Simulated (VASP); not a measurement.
Input of a VASP 6.6.1 run:

POSCAR

```
Zr
1.0
    3.2320000000      0.0000000000      0.0000000000
   -1.6160000000      2.7989941050      0.0000000000
    0.0000000000      0.0000000000      5.1470000000
Zr
2
Direct
    0.6666666667      0.3333333333      0.7500000000
    0.3333333333      0.6666666667      0.2500000000
```

The input INCAR.step1:

```
SYSTEM = Zr
  PREC = Accurate
  ENCUT = 600
  EDIFF = 1E-5
  ISMEAR = -1
  SIGMA = 0.05
  LREAL = .False.
  LASPH = .True.
  NELM = 100
  ALGO = Normal
  LWAVE = .True.
  LCHARG = .False.
  GGA = PE
  NBANDS = 19
```

Contents of INCAR.step2:

```
SYSTEM = Zr
  PREC = Accurate
  ENCUT = 600
  EDIFF = 1E-6
  ISMEAR = -1
  SIGMA = 0.05
  LREAL = .False.
  LASPH = .True.
  NELM = 100
  ALGO = Normal
  ISIF = 3
  LWAVE = .False.
  LCHARG = .False.
  GGA = PE
  LHFCALC = .True.
  AEXX = 0.25
  PRECFOCK = Normal
  IBRION = 2
  NSW = 60
  EDIFFG = -0.01
  ISTART = 1
```

KPOINTS

```
Automatic mesh
0
Gamma
  5 5 3
  0 0 0
```

Potentials or basis: VASP PAW PBE potentials, release 64 (Zr_sv).

Run with:

```console
$ cat potpaw_PBE.64/Zr_sv/POTCAR > POTCAR
$ cp INCAR.step1 INCAR
$ mpirun -np 1 vasp_std > vasp.out
$ cp INCAR.step2 INCAR
$ mpirun -np 1 vasp_std > vasp.out
```

What does it give for the relaxed cell?

a = 3.253 Å, b = 3.253 Å, c = 5.105 Å, α = 90.00°, β = 90.00°, γ = 120.00°.

What does it give for the space group after relaxing (to 0.1 Å)?

P6_3/mmc (No. 194).

Estimate the band gap on the k mesh.

zero (bands 12 and 13 overlap by 1.93 eV).

What does it give for the relaxed volume?

23.40 Å³/atom.

Final structure:
```yaml
crystal:
  lattice:
    - [3.25344, 0.00000, 0.00000]
    - [-1.62672, 2.81756, 0.00000]
    - [0.00000, 0.00000, 5.10532]
  atoms:
    - { symbol: Zr, position: [0.66667, 0.33333, 0.75000] }
    - { symbol: Zr, position: [0.33333, 0.66667, 0.25000] }
```

Caveat: the k points lie up to 0.45 Å⁻¹ apart in the final cell, too coarse for converged energies and pressures of a metal; the PAW data sets were made with another functional, which shifts forces and pressure a little. Zero-point motion and thermal expansion aren't in these numbers.
